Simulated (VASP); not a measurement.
# KF (F-43m) in VASP: notebook

The runs below take KF through single point, with PBE, r2SCAN.

All numbers are computed with VASP 6.6.1; they aren't measurements. Logs are shortened: lines on timing, memory, paths and dates and some standing lists are left out, and cuts for length are marked.

### 1 The cell of the first run

The structure is cubic, space group F-43m (No. 216). The conventional cell has a = 6.066 Å, b = 6.066 Å, c = 6.066 Å, α = 90.00°, β = 90.00°, γ = 90.00°. Within 3.5 Å of K (site symmetry -43m) lie 4 F at 2.63 Å. F (site symmetry -43m) has 4 K at 2.63 Å within 3.5 Å.

### 2 Single point, PBE (27.91 Å³/atom)

The input, INCAR:

```
SYSTEM = KF
  PREC = Accurate
  ENCUT = 520
  EDIFF = 1E-6
  ISMEAR = 0
  SIGMA = 0.01
  LREAL = .False.
  LASPH = .True.
  NELM = 100
  ALGO = Normal
  ISIF = 2
  LWAVE = .False.
  LCHARG = .False.
  GGA = PE
  NBANDS = 15
```

The input, KPOINTS:

```
Automatic mesh
0
Gamma
  6 6 6
  0 0 0
```

The input, POSCAR:

```
KF
1.0
    0.0000000000      3.0331690974      3.0331690974
    3.0331690974      0.0000000000      3.0331690974
    3.0331690974      3.0331690974      0.0000000000
K F
1 1
Direct
    0.0000000000      0.0000000000      0.0000000000
    0.2500000000      0.2500000000      0.2500000000
```

Potentials or basis: VASP PAW PBE potentials, release 64 (K_sv, F).

On the command line:

```bash
> cat potpaw_PBE.64/K_sv/POTCAR potpaw_PBE.64/F/POTCAR > POTCAR
> mpirun -np 1 vasp_std > vasp.out
```

OUTCAR:

```text
SYSTEM = KF
   PREC = Accurate
   ENCUT = 520
   EDIFF = 1E-6
   ISMEAR = 0
   LREAL = .False.
   LASPH = .True.
   NELM = 100
   ISIF = 2
   GGA = PE

 ion  position               nearest neighbor table
   1  0.000  0.000  0.000-   2 2.63   2 2.63   2 2.63   2 2.63
   2  0.250  0.250  0.250-   1 2.63   1 2.63   1 2.63   1 2.63

  LATTYP: Found a face centered cubic cell.
 ALAT       =     6.0663381948

  Lattice vectors:

 A1 = (   0.0000000000,   3.0331690974,   3.0331690974)
 A2 = (   3.0331690974,   0.0000000000,   3.0331690974)
 A3 = (   3.0331690974,   3.0331690974,   0.0000000000)

Analysis of symmetry for initial positions (statically):
=====================================================================
 Subroutine PRICEL returns:
 Original cell was already a primitive cell.

 Routine SETGRP: Setting up the symmetry group for a
 face centered cubic supercell.

 Subroutine GETGRP returns: Found 24 space group operations
 (whereof 24 operations were pure point group operations)
 out of a pool of 48 trial point group operations.

The static configuration has the point symmetry T_d .

Analysis of symmetry for dynamics (positions and initial velocities):
=====================================================================
 Subroutine PRICEL returns:
 Original cell was already a primitive cell.

 Routine SETGRP: Setting up the symmetry group for a
 face centered cubic supercell.

 Subroutine GETGRP returns: Found 24 space group operations
 (whereof 24 operations were pure point group operations)
 out of a pool of 48 trial point group operations.

The dynamic configuration has the point symmetry T_d .

 Subroutine INISYM returns: Found 24 space group operations
 (whereof 24 operations are pure point group operations),
 and found     1 'primitive' translations

----------------------------------------------------------------------------------------

                                     Primitive cell

  volume of cell :      55.8110

  direct lattice vectors                    reciprocal lattice vectors
     0.000000000  3.033169097  3.033169097    -0.164844090  0.164844090  0.164844090
     3.033169097  0.000000000  3.033169097     0.164844090 -0.164844090  0.164844090
     3.033169097  3.033169097  0.000000000     0.164844090  0.164844090 -0.164844090

  length of vectors
     4.289548875  4.289548875  4.289548875     0.285518339  0.285518339  0.285518339

  position of ions in fractional coordinates (direct lattice)
     0.000000000  0.000000000  0.000000000
     0.250000000  0.250000000  0.250000000

  ion indices of the primitive-cell ions
   primitive index   ion index
                 1           1
                 2           2

----------------------------------------------------------------------------------------

 KPOINTS: Automatic mesh

Automatic generation of k-mesh.
 Grid dimensions read from file:
 generate k-points for:    6    6    6

 Generating k-lattice:

  Cartesian coordinates                     Fractional coordinates (reciprocal lattice)
    -0.027474015  0.027474015  0.027474015     0.166666667  0.000000000  0.000000000
     0.027474015 -0.027474015  0.027474015     0.000000000  0.166666667  0.000000000
     0.027474015  0.027474015 -0.027474015     0.000000000  0.000000000  0.166666667

  Length of vectors
     0.047586390  0.047586390  0.047586390

  Shift w.r.t. Gamma in fractional coordinates (k-lattice)
     0.000000000  0.000000000  0.000000000

 Subroutine IBZKPT returns following result:
 ===========================================

 Found     16 irreducible k-points:

 Following reciprocal coordinates:
            Coordinates               Weight
  0.000000  0.000000  0.000000      1.000000
  0.166667  0.000000  0.000000      8.000000
  0.333333  0.000000  0.000000      8.000000
  0.500000  0.000000  0.000000      4.000000
  0.166667  0.166667  0.000000      6.000000
  0.333333  0.166667  0.000000     24.000000
[... 8 lines left out ...]
 -0.333333  0.333333  0.166667     24.000000
 -0.333333  0.500000  0.166667     12.000000
   k-points           NKPTS =     16   k-points in BZ     NKDIM =     16   number of bands    NBANDS=     15
   number of dos      NEDOS =    301   number of ions     NIONS =      2
   total plane-waves  NPLWV =  32768
   dimension x,y,z NGX =    32 NGY =   32 NGZ =   32
   dimension x,y,z NGXF=    64 NGYF=   64 NGZF=   64
   ions per type =               1   1
   NGX,Y,Z   is equivalent  to a cutoff of  12.40, 12.40, 12.40 a.u.
   NGXF,Y,Z  is equivalent  to a cutoff of  24.80, 24.80, 24.80 a.u.
 SYSTEM =  KF
   PREC   = accura    normal or accurate (medium, high low for compatibility)
   ISTART =      0    job   : 0-new  1-cont  2-samecut
   ICHARG =      2    charge: 1-file 2-atom 10-const
   ISPIN  =      1    spin polarized calculation?
   LNONCOLLINEAR =      F non collinear calculations
   LSORBIT =      F    spin-orbit coupling
   LASPH  =      T    aspherical Exc in radial PAW
   ENCUT  =  520.0 eV  38.22 Ry    6.18 a.u.   7.98  7.98  7.98*2*pi/ulx,y,z
   NELM   =    100;   NELMIN=  2; NELMDL= -5     # of ELM steps
   EDIFF  = 0.1E-05   stopping-criterion for ELM
   LREAL  =      F    real-space projection
   EDIFFG = 0.1E-04   stopping-criterion for IOM
   NSW    =      0    number of steps for IOM
   IBRION =     -1    ionic relax: 0-MD 1-quasi-New 2-CG
   NFREE  =      0    steps in history (QN), initial steepest desc. (CG)
   ISIF   =      2    stress and relaxation
   ISYM   =      2    0-nonsym 1-usesym 2-fastsym
   POTIM  = 0.5000    time-step for ionic-motion
   TEBEG  =    0.0;   TEEND  =   0.0 temperature during run
   PSTRESS=    0.0 pullay stress
   NELECT =      16.0000    total number of electrons
   NUPDOWN=      -1.0000    fix difference up-down
   EMIN   =  10.00;   EMAX   =-10.00  energy-range for DOS
   EFERMI =   0.00;   METHOD = LEGACY
   ISMEAR =     0;   SIGMA  =   0.01  broadening in eV -4-tet -1-fermi 0-gaus
   EFERMI_NEDOS =   21; number of points for ismear=-14 and -15
   IALGO  =     38    algorithm
   IMIX   =      4    mixing-type and parameters
     AMIX     =   0.40;   BMIX     =  1.00
     AMIX_MAG =   1.60;   BMIX_MAG =  1.00
  volume/ion in A,a.u.               =      27.91       188.32
  Fermi-wavevector in a.u.,A,eV,Ry     =   1.079464  2.039891 15.854090  1.165243
  Thomas-Fermi vector in A             =   2.215430
   LORBIT       =      0    0 simple, 1 ext, 2 COOP (PROOUT), +10 PAW based schemes
   GGA     = PE    functional components
   LHFCALC =     F    Hartree Fock is set to
   AEXX    =    0.0000 exact exchange contribution
   IVDW    =     0    specifies the selected vdW correction
   LEPSILON=     F    determine dielectric tensor
   LRPA    =     F    only Hartree local field effects (RPA)
 non-spin polarized calculation
 Gauss-broadening in eV      SIGMA  =   0.01
  energy-cutoff  :      520.00
  volume of cell :       55.81
 maximum number of plane-waves:      1524
   NGX = 15   NGY = 15   NGZ = 15

 number of electron      16.0000012 magnetization

 Free energy of the ion-electron system (eV)
  ---------------------------------------------------
  ext. energy  EPLUGINS =         0.00000000
  ---------------------------------------------------
  free energy    TOTEN  =        -8.12160136 eV

  energy without entropy =       -8.12160136  energy(sigma->0) =       -8.12160136

 E-fermi :  -3.7100     XC(G=0):  -6.6553

 val. band max:       -3.8165290129   @ k =  -0.3333   0.5000   0.1667
 cond. band min:       1.0795088875   @ k =   0.0000   0.0000   0.0000
 fundamental gap:      4.8960379004
 Fermi energy:        -3.7100264974

 k-point     1 :       0.0000    0.0000    0.0000
  band No.  band energies     occupation
      1     -30.3089      2.00000
      2     -22.2876      2.00000
      3     -13.7345      2.00000
      4     -13.7345      2.00000
      5     -13.7345      2.00000
      6      -3.9586      2.00000
      7      -3.9586      2.00000
      8      -3.9586      2.00000
      9       1.0795      0.00000
     10       7.5536      0.00000
     11       7.5536      0.00000
     12       7.6013      0.00000
     13       7.6013      0.00000
     14       7.6013      0.00000
     15      12.2096      0.00000

 k-point     2 :       0.1667    0.0000    0.0000
  band No.  band energies     occupation
      1     -30.3028      2.00000
      2     -22.3004      2.00000
      3     -13.7550      2.00000
      4     -13.7430      2.00000
      5     -13.7430      2.00000
      6      -4.0055      2.00000
      7      -3.9416      2.00000
      8      -3.9416      2.00000
      9       1.5782      0.00000
     10       7.1359      0.00000
     11       7.1359      0.00000
     12       7.1450      0.00000
     13       8.0041      0.00000
     14       8.0041      0.00000
     15      10.7224      0.00000

 k-point     3 :       0.3333    0.0000    0.0000
  band No.  band energies     occupation
      1     -30.2905      2.00000
      2     -22.3253      2.00000
      3     -13.7974      2.00000
      4     -13.7598      2.00000
      5     -13.7598      2.00000
      6      -4.0519      2.00000
      7      -3.9091      2.00000
      8      -3.9091      2.00000
      9       2.7695      0.00000
     10       5.9953      0.00000
     11       6.8176      0.00000
     12       6.8176      0.00000
     13       8.4290      0.00000
     14       8.4290      0.00000
     15       9.6293      0.00000
[... 199 lines left out ...]
 k-point    15 :      -0.3333    0.3333    0.1667
  band No.  band energies     occupation
      1     -30.2782      2.00000
      2     -22.3498      2.00000
      3     -13.8701      2.00000
      4     -13.8030      2.00000
      5     -13.7178      2.00000
      6      -4.0235      2.00000
      7      -3.9495      2.00000
      8      -3.8397      2.00000
      9       4.0407      0.00000
     10       4.8351      0.00000
     11       6.7144      0.00000
     12       7.3710      0.00000
     13       8.4975      0.00000
     14       9.1204      0.00000
     15       9.4851      0.00000

 k-point    16 :      -0.3333    0.5000    0.1667
  band No.  band energies     occupation
      1     -30.2762      2.00000
      2     -22.3538      2.00000
      3     -13.8606      2.00000
      4     -13.8228      2.00000
      5     -13.7186      2.00000
      6      -4.0894      2.00000
      7      -3.8990      2.00000
      8      -3.8165      2.00000
      9       4.1870      0.00000
     10       4.5049      0.00000
     11       7.3966      0.00000
     12       7.6349      0.00000
     13       8.7313      0.00000
     14       9.0422      0.00000
     15       9.1936      0.00000

------------------------ aborting loop because EDIFF is reached ----------------------------------------

  FORCE on cell =-STRESS in cart. coord.  units (eV):
  Direction    XX          YY          ZZ          XY          YZ          ZX
  --------------------------------------------------------------------------------------
  -------------------------------------------------------------------------------------
  Total       -0.3636152     -0.3636152     -0.3636152      0.0000000     -0.0000000      0.0000000
  in kB      -10.4383705    -10.4383705    -10.4383705      0.0000000     -0.0000000      0.0000000
  external PRESSURE =     -10.4383705 kB  Pullay stress =       0.0000000 kB

 VOLUME and BASIS-vectors are now :
 -----------------------------------------------------------------------------
  energy-cutoff  :      520.00
  volume of cell :       55.81
      direct lattice vectors                 reciprocal lattice vectors
     0.000000000  3.033169097  3.033169097    -0.164844090  0.164844090  0.164844090
     3.033169097  0.000000000  3.033169097     0.164844090 -0.164844090  0.164844090
     3.033169097  3.033169097  0.000000000     0.164844090  0.164844090 -0.164844090

 POSITION                                       TOTAL-FORCE (eV/Angst)
 -----------------------------------------------------------------------------------
      0.00000      0.00000      0.00000         0.000000      0.000000      0.000000
      1.51658      1.51658      1.51658        -0.000000     -0.000000     -0.000000
 -----------------------------------------------------------------------------------
    total drift:                               -0.000000     -0.000000     -0.000000

  FREE ENERGIE OF THE ION-ELECTRON SYSTEM (eV)
  ---------------------------------------------------
  free  energy   TOTEN  =        -8.1216013641 eV

  energy  without entropy=       -8.1216013641  energy(sigma->0) =       -8.12160136
```

It took 18 s on 1 thread of Intel Xeon 8259CL, shared host; peak memory 0.18 GiB.

Results:

* Free energy: -8.1216 eV
* Pressure: -1.0 GPa
* Band gap on the k mesh: 4.90 eV (least direct gap 5.04 eV)

A k mesh can miss the band edges.

### 3 Single point, r2SCAN (23.78 Å³/atom)

This run uses another cell than the first one, of 23.78 Å³/atom.

The input, POSCAR:

```
KF
1.0
    0.0000000000      2.8754783966      2.8754783966
    2.8754783966      0.0000000000      2.8754783966
    2.8754783966      2.8754783966      0.0000000000
K F
1 1
Direct
    0.0000000000      0.0000000000      0.0000000000
    0.2500000000      0.2500000000      0.2500000000
```

The input, INCAR.step1:

```
ALGO     = Normal         # electronic algorithm
EDIFF    = 1E-4           # SCF threshold, eV
ENCUT    = 520            # plane-wave cutoff, eV
GGA      = PE             # functional
ISMEAR   = 0              # smearing method
LASPH    = T              # aspherical terms in the spheres
LCHARG   = F              # write CHGCAR
LREAL    = F              # projectors in reciprocal space
LWAVE    = T              # write WAVECAR
NBANDS   = 15             # bands
NELM     = 80             # most SCF steps
PREC     = Accurate       # precision mode
SIGMA    = 0.01           # smearing width, eV
```

The input, INCAR.step2:

```
ALGO     = Normal         # electronic algorithm
EDIFF    = 1E-6           # SCF threshold, eV
ENCUT    = 520            # plane-wave cutoff, eV
ISIF     = 2              # what is computed and relaxed
ISMEAR   = 0              # smearing method
ISTART   = 1            
LASPH    = T              # aspherical terms in the spheres
LCHARG   = T              # write CHGCAR
LELF     = T              # ELF
LMIXTAU  = T            
LREAL    = F              # projectors in reciprocal space
LVHAR    = T            
LWAVE    = F              # write WAVECAR
METAGGA  = R2SCAN         # meta-GGA
NBANDS   = 15             # bands
NELM     = 80             # most SCF steps
PREC     = Accurate       # precision mode
SIGMA    = 0.01           # smearing width, eV
```

The input, KPOINTS:

```
k-points
0
Gamma
  6 6 6
```

Potentials or basis: VASP PAW PBE potentials, release 64 (K_sv, F).

On the command line:

```bash
> cat potpaw_PBE.64/K_sv/POTCAR potpaw_PBE.64/F/POTCAR > POTCAR
> cp INCAR.step1 INCAR
> mpirun -np 1 vasp_std > vasp.out
> cp INCAR.step2 INCAR
> mpirun -np 1 vasp_std > vasp.out
```

Run time: 90 s. Hardware: 1 thread of Intel Xeon 8259CL, shared host; peak memory 0.17 GiB.

Results (log left out):

| Property | Result |
| --- | --- |
| Free energy | -14.6871 eV |
| Pressure | 1.8 GPa |
| Band gap on the k mesh | 5.90 eV (least direct gap 6.15 eV) |

Levels at points of the mesh, in eV from the valence-band top:
```
           k point  band 6  band 7  band 8  band 9  band 10  band 11
(0.00, 0.00, 0.00)   -0.26   -0.26   -0.26    5.90    12.88    12.88
(0.50, 0.00, 0.00)   -0.28   -0.15   -0.15    8.76    10.18    11.92
(0.50, 0.50, 0.00)   -0.50    0.00    0.00    8.98     9.08    13.78
```

Caveat: the PAW data sets were made with another functional, which shifts forces and pressure a little. A k mesh can miss the band edges.

(Continued in part 2 of 2.)
